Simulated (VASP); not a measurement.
Crystal: LiF.

```
Li F
1.0
     0.00000    1.99510    1.99510
     1.99510    0.00000    1.99510
     1.99510    1.99510    0.00000
Li F
1 1
Direct
  0.00000 0.00000 0.00000
  0.50000 0.50000 0.50000
```

Base run:

* Program: VASP 6.6.1
* Functional: PBE
* Potentials or basis: VASP PAW PBE potentials, release 64 (Li_sv, F)
* Cutoff: 520 eV
* k mesh: 10 × 10 × 10
* Occupations: gaussian, width 0.01 eV
* Spin: no spin polarisation

Its results: band gap on the k mesh 9.35 eV, direct; electronic dielectric tensor (diagonal) 2.07.

The run is repeated on the same cell with these changes: functional from PBE to r2SCAN. What comes out?

Band gap on the k mesh 10.55 eV, direct; electronic dielectric tensor (diagonal) 1.99.

r2SCAN gives the wider gap, since meta-GGAs in the generalised Kohn-Sham scheme recover part of the derivative discontinuity.

A k mesh can miss the band edges.
